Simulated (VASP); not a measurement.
# Rb5AlO4 (P-43m) in VASP: further runs, part 2 of 2

VASP 6.6.1.

## 3. Single point, PBE

This run uses another cell than the first one, of 33.39 Å³/atom.

INCAR

```
PREC = Accurate ; ENCUT = 520
EDIFF = 1E-6 ; ISMEAR = 0
SIGMA = 0.1 ; LREAL = False
LASPH = True ; NELM = 100
ALGO = Normal ; ISIF = 2
LWAVE = False ; LCHARG = True
GGA = PE ; LELF = True
LVHAR = True ; NBANDS = 47
```

KPOINTS

```
regular mesh
0
Gamma
  4 4 4
```

POSCAR

```
Rb5AlO4
1.0
    6.9373246586      0.0000000000      0.0000000000
    0.0000000000      6.9373246586      0.0000000000
    0.0000000000      0.0000000000      6.9373246586
Rb Al O
5 1 4
Direct
    0.2716100985      0.2716100985      0.2716100985
    0.7283899015      0.7283899015      0.2716100985
    0.7283899015      0.2716100985      0.7283899015
    0.2716100985      0.7283899015      0.7283899015
    0.0000000000      0.0000000000      0.0000000000
    0.5000000000      0.5000000000      0.5000000000
    0.6505446685      0.6505446685      0.6505446685
    0.3494553315      0.3494553315      0.6505446685
    0.3494553315      0.6505446685      0.3494553315
    0.6505446685      0.3494553315      0.3494553315
```

Potentials or basis: VASP PAW PBE potentials, release 64 (Rb_sv, Al, O).

Command:

```
$ cat potpaw_PBE.64/Rb_sv/POTCAR potpaw_PBE.64/Al/POTCAR potpaw_PBE.64/O/POTCAR > POTCAR
$ mpirun -np 1 vasp_std > vasp.out
```

OUTCAR:

```text
PREC = Accurate
   ENCUT = 520
   EDIFF = 1E-6
   ISMEAR = 0
   LREAL = False
   LASPH = True
   NELM = 100
   ISIF = 2
   GGA = PE

 ion  position               nearest neighbor table
   1  0.272  0.272  0.272-   8 2.74   9 2.74  10 2.74   6 2.74   5 3.26   4 4.48   2 4.48   3 4.48
                             3 4.92   4 4.92   2 4.92   4 4.92   2 4.92   3 4.92   4 5.33   3 5.33
   2  0.728  0.728  0.272-   7 2.74   9 2.74  10 2.74   6 2.74   5 3.26   4 4.48   1 4.48   3 4.48
                             1 4.92   4 4.92   1 4.92   3 4.92   3 4.92   4 4.92   4 5.33   3 5.33
   3  0.728  0.272  0.728-  10 2.74   8 2.74   7 2.74   6 2.74   5 3.26   4 4.48   1 4.48   2 4.48
                             1 4.92   4 4.92   1 4.92   2 4.92   2 4.92   4 4.92   2 5.33   1 5.33
   4  0.272  0.728  0.728-   9 2.74   8 2.74   7 2.74   6 2.74   5 3.26   3 4.48   1 4.48   2 4.48
                             1 4.92   3 4.92   1 4.92   2 4.92   2 4.92   3 4.92   2 5.33   1 5.33
   5  0.000  0.000  0.000-   1 3.26   2 3.26   3 3.26   4 3.26   3 5.71   4 5.71   2 5.71   3 5.71
                             2 5.71   4 5.71   1 5.71   2 5.71   1 5.71   3 5.71   1 5.71   4 5.71
   6  0.500  0.500  0.500-   7 1.81   8 1.81   9 1.81  10 1.81   1 2.74   2 2.74   3 2.74   4 2.74

   7  0.651  0.651  0.651-   6 1.81   2 2.74   4 2.74   3 2.74
   8  0.349  0.349  0.651-   6 1.81   1 2.74   4 2.74   3 2.74
   9  0.349  0.651  0.349-   6 1.81   4 2.74   1 2.74   2 2.74
  10  0.651  0.349  0.349-   6 1.81   3 2.74   1 2.74   2 2.74

  LATTYP: Found a simple cubic cell.
 ALAT       =     6.9373246586

  Lattice vectors:

 A1 = (   6.9373246586,   0.0000000000,   0.0000000000)
 A2 = (   0.0000000000,   6.9373246586,   0.0000000000)
 A3 = (   0.0000000000,   0.0000000000,   6.9373246586)

Analysis of symmetry for initial positions (statically):
=====================================================================
 Subroutine PRICEL returns:
 Original cell was already a primitive cell.

 Routine SETGRP: Setting up the symmetry group for a
 simple cubic supercell.

 Subroutine GETGRP returns: Found 24 space group operations
 (whereof 24 operations were pure point group operations)
 out of a pool of 48 trial point group operations.

The static configuration has the point symmetry T_d .

Analysis of symmetry for dynamics (positions and initial velocities):
=====================================================================
 Subroutine PRICEL returns:
 Original cell was already a primitive cell.

 Routine SETGRP: Setting up the symmetry group for a
 simple cubic supercell.

 Subroutine GETGRP returns: Found 24 space group operations
 (whereof 24 operations were pure point group operations)
 out of a pool of 48 trial point group operations.

The dynamic configuration has the point symmetry T_d .

 Subroutine INISYM returns: Found 24 space group operations
 (whereof 24 operations are pure point group operations),
 and found     1 'primitive' translations

----------------------------------------------------------------------------------------

                                     Primitive cell

  volume of cell :     333.8690

  direct lattice vectors                    reciprocal lattice vectors
[... 70 lines left out ...]
   k-points           NKPTS =     10   k-points in BZ     NKDIM =     10   number of bands    NBANDS=     47
   number of dos      NEDOS =    301   number of ions     NIONS =     10
   total plane-waves  NPLWV = 157464
   dimension x,y,z NGX =    54 NGY =   54 NGZ =   54
   dimension x,y,z NGXF=   108 NGYF=  108 NGZF=  108
   ions per type =               5   1   4
   NGX,Y,Z   is equivalent  to a cutoff of  12.94, 12.94, 12.94 a.u.
   NGXF,Y,Z  is equivalent  to a cutoff of  25.88, 25.88, 25.88 a.u.
 SYSTEM =  unknown system
   PREC   = accura    normal or accurate (medium, high low for compatibility)
   ISTART =      0    job   : 0-new  1-cont  2-samecut
   ICHARG =      2    charge: 1-file 2-atom 10-const
   ISPIN  =      1    spin polarized calculation?
   LNONCOLLINEAR =      F non collinear calculations
   LSORBIT =      F    spin-orbit coupling
   LASPH  =      T    aspherical Exc in radial PAW
   ENCUT  =  520.0 eV  38.22 Ry    6.18 a.u.  12.90 12.90 12.90*2*pi/ulx,y,z
   NELM   =    100;   NELMIN=  2; NELMDL= -5     # of ELM steps
   EDIFF  = 0.1E-05   stopping-criterion for ELM
   LREAL  =      F    real-space projection
   EDIFFG = 0.1E-04   stopping-criterion for IOM
   NSW    =      0    number of steps for IOM
   IBRION =     -1    ionic relax: 0-MD 1-quasi-New 2-CG
   NFREE  =      0    steps in history (QN), initial steepest desc. (CG)
   ISIF   =      2    stress and relaxation
   ISYM   =      2    0-nonsym 1-usesym 2-fastsym
   POTIM  = 0.5000    time-step for ionic-motion
   TEBEG  =    0.0;   TEEND  =   0.0 temperature during run
   PSTRESS=    0.0 pullay stress
   NELECT =      72.0000    total number of electrons
   NUPDOWN=      -1.0000    fix difference up-down
   EMIN   =  10.00;   EMAX   =-10.00  energy-range for DOS
   EFERMI =   0.00;   METHOD = LEGACY
   ISMEAR =     0;   SIGMA  =   0.10  broadening in eV -4-tet -1-fermi 0-gaus
   EFERMI_NEDOS =   21; number of points for ismear=-14 and -15
   IALGO  =     38    algorithm
   IMIX   =      4    mixing-type and parameters
     AMIX     =   0.40;   BMIX     =  1.00
     AMIX_MAG =   1.60;   BMIX_MAG =  1.00
  volume/ion in A,a.u.               =      33.39       225.31
  Fermi-wavevector in a.u.,A,eV,Ry     =   0.981734  1.855207 13.113306  0.963801
  Thomas-Fermi vector in A             =   2.112763
   LORBIT       =      0    0 simple, 1 ext, 2 COOP (PROOUT), +10 PAW based schemes
   GGA     = PE    functional components
   LHFCALC =     F    Hartree Fock is set to
   AEXX    =    0.0000 exact exchange contribution
   IVDW    =     0    specifies the selected vdW correction
   LEPSILON=     F    determine dielectric tensor
   LRPA    =     F    only Hartree local field effects (RPA)
 non-spin polarized calculation
 Gauss-broadening in eV      SIGMA  =   0.10
  energy-cutoff  :      520.00
  volume of cell :      333.87
 maximum number of plane-waves:      9045
 NGX is ok and might be reduce to    54
   NGX = 25   NGY = 25   NGZ = 25

 number of electron      71.9999998 magnetization

 Free energy of the ion-electron system (eV)
  ---------------------------------------------------
  ext. energy  EPLUGINS =         0.00000000
  ---------------------------------------------------
  free energy    TOTEN  =       -39.60526524 eV

  energy without entropy =      -39.60525971  energy(sigma->0) =      -39.60526247

 E-fermi :   0.3570     XC(G=0):  -6.6708

 val. band max:        0.0621843375   @ k =   0.0000   0.0000   0.0000
 cond. band min:       0.5997219789   @ k =   0.0000   0.0000   0.0000
 fundamental gap:      0.5375376414
 Fermi energy:         0.3570410825

 k-point     1 :       0.0000    0.0000    0.0000
  band No.  band energies     occupation
      1     -29.9282      2.00000
      2     -26.7757      2.00000
      3     -26.7631      2.00000
      4     -26.7631      2.00000
      5     -26.7631      2.00000
      6     -15.9271      2.00000
[... 489 lines left out ...]
     46       4.8842      0.00000
     47       4.8842      0.00000

------------------------ aborting loop because EDIFF is reached ----------------------------------------

  FORCE on cell =-STRESS in cart. coord.  units (eV):
  Direction    XX          YY          ZZ          XY          YZ          ZX
  --------------------------------------------------------------------------------------
  -------------------------------------------------------------------------------------
  Total        0.2442122      0.2442122      0.2442122      0.0000000      0.0000000      0.0000000
  in kB        1.1719305      1.1719305      1.1719305      0.0000000      0.0000000      0.0000000
  external PRESSURE =       1.1719305 kB  Pullay stress =       0.0000000 kB

 VOLUME and BASIS-vectors are now :
 -----------------------------------------------------------------------------
  energy-cutoff  :      520.00
  volume of cell :      333.87
      direct lattice vectors                 reciprocal lattice vectors
     6.937324659  0.000000000  0.000000000     0.144147787  0.000000000  0.000000000
     0.000000000  6.937324659  0.000000000     0.000000000  0.144147787  0.000000000
     0.000000000  0.000000000  6.937324659     0.000000000  0.000000000  0.144147787

 POSITION                                       TOTAL-FORCE (eV/Angst)
 -----------------------------------------------------------------------------------
      1.88425      1.88425      1.88425        -0.022029     -0.022029     -0.022029
      5.05308      5.05308      1.88425         0.022029      0.022029     -0.022029
      5.05308      1.88425      5.05308         0.022029     -0.022029      0.022029
      1.88425      5.05308      5.05308        -0.022029      0.022029      0.022029
      0.00000      0.00000      0.00000         0.000000     -0.000000      0.000000
      3.46866      3.46866      3.46866         0.000000     -0.000000      0.000000
      4.51304      4.51304      4.51304         0.015102      0.015102      0.015102
      2.42429      2.42429      4.51304        -0.015102     -0.015102      0.015102
      2.42429      4.51304      2.42429        -0.015102      0.015102     -0.015102
      4.51304      2.42429      2.42429         0.015102     -0.015102     -0.015102
 -----------------------------------------------------------------------------------
    total drift:                                0.000000      0.000000      0.000000

  FREE ENERGIE OF THE ION-ELECTRON SYSTEM (eV)
  ---------------------------------------------------
  free  energy   TOTEN  =       -39.6052652398 eV

  energy  without entropy=      -39.6052597076  energy(sigma->0) =      -39.60526247
```

Wall time 6.3 min (1 thread of Intel Xeon 8259CL, shared host); peak memory 0.48 GiB.

Results:

```
Free energy            : -39.6053 eV
Pressure               : 0.1 GPa
Largest force          : 0.038 eV/Å
Band gap on the k mesh : 0.54 eV
```

Forces on the atoms (eV/Å):
```
Rb  -0.022 -0.022 -0.022
Rb   0.022  0.022 -0.022
Rb   0.022 -0.022  0.022
Rb  -0.022  0.022  0.022
Rb   0.000  0.000  0.000
Al   0.000  0.000  0.000
O    0.015  0.015  0.015
O   -0.015 -0.015  0.015
O   -0.015  0.015 -0.015
O    0.015 -0.015 -0.015
```

## 4. Single point, PBE

This run uses another cell than the first one, of 33.39 Å³/atom.

INCAR

```
SYSTEM = Rb5AlO4
ALGO     = Normal         ! electronic algorithm
EDIFF    = 1E-7           ! SCF threshold, eV
ENCUT    = 520            ! plane-wave cutoff, eV
GGA      = PE             ! functional
ISIF     = 2              ! what is computed and relaxed
ISMEAR   = 0              ! smearing method
LASPH    = .True.         ! aspherical terms in the spheres
LCHARG   = .True.         ! write CHGCAR
LELF     = .True.         ! ELF
LREAL    = .False.        ! projectors in reciprocal space
LVHAR    = .True.       
LWAVE    = .False.        ! write WAVECAR
NBANDS   = 47             ! bands
NELM     = 100            ! most SCF steps
PREC     = Accurate       ! precision mode
SIGMA    = 0.02           ! smearing width, eV
```

KPOINTS

```
k-points
0
Gamma
  6 6 6
  0 0 0
```

POSCAR is that of step 3.

Command:

```
$ cat potpaw_PBE.64/Rb_sv/POTCAR potpaw_PBE.64/Al/POTCAR potpaw_PBE.64/O/POTCAR > POTCAR
$ mpirun -np 1 vasp_std > vasp.out
```

Run time: 12 min. Hardware: 1 thread of Intel Xeon 8259CL, shared host; peak memory 0.54 GiB.

Results (log left out):

- Free energy: -39.6056 eV
- Pressure: 0.1 GPa
- Largest force: 0.038 eV/Å
- Band gap on the k mesh: 0.54 eV

Forces in eV/Å, atoms in the order of the input:
```
Rb  -0.022 -0.022 -0.022
Rb   0.022  0.022 -0.022
Rb   0.022 -0.022  0.022
Rb  -0.022  0.022  0.022
Rb   0.000  0.000  0.000
Al   0.000  0.000  0.000
O    0.015  0.015  0.015
O   -0.015 -0.015  0.015
O   -0.015  0.015 -0.015
O    0.015 -0.015 -0.015
```

Levels at points of the mesh, in eV from the valence-band top:
| k point | band 33 | band 34 | band 35 | band 36 | band 37 | band 38 | band 39 | band 40 |
| --- | --- | --- | --- | --- | --- | --- | --- | --- |
| (0.00, 0.00, 0.00) | -0.43 | 0.00 | 0.00 | 0.00 | 0.54 | 2.23 | 2.23 | 3.44 |
| (0.50, 0.00, 0.00) | -0.42 | -0.05 | -0.05 | -0.01 | 1.49 | 2.08 | 2.25 | 2.96 |
| (0.50, 0.50, 0.00) | -0.39 | -0.10 | -0.05 | -0.05 | 1.73 | 2.66 | 2.66 | 2.69 |
| (0.50, 0.50, 0.50) | -0.63 | -0.09 | -0.09 | -0.09 | 2.10 | 2.72 | 2.72 | 2.72 |

A k mesh can miss the band edges.

## 5. Summary

| cell | k mesh | smearing | gap on the mesh (eV) | pressure (GPa) | largest force (eV/Å) |
| --- | --- | --- | --- | --- | --- |
| a = 6.881 Å, 10 atoms, atomic positions A | 4 × 4 × 4 | gaussian 0.1 eV | 1.06 | 1.4 | 5.14 |
| a = 6.937 Å, 10 atoms, atomic positions B | 4 × 4 × 4 | gaussian 0.1 eV | 0.54 | 0.1 | 0.04 |
| a = 6.937 Å, 10 atoms, atomic positions B | 6 × 6 × 6 | gaussian 0.02 eV | 0.54 | 0.1 | 0.04 |

Alike in all rows: task single point; level PBE; potentials or basis VASP PAW PBE potentials, release 64 (Rb_sv, Al, O); no spin polarisation; cutoff (eV) 520.

Caveats: forces of over 1 eV/Å act on the atoms, so gaps and moduli don't describe the material at rest (at least some runs).

Absolute energies hang on the potentials; compare differences alone.
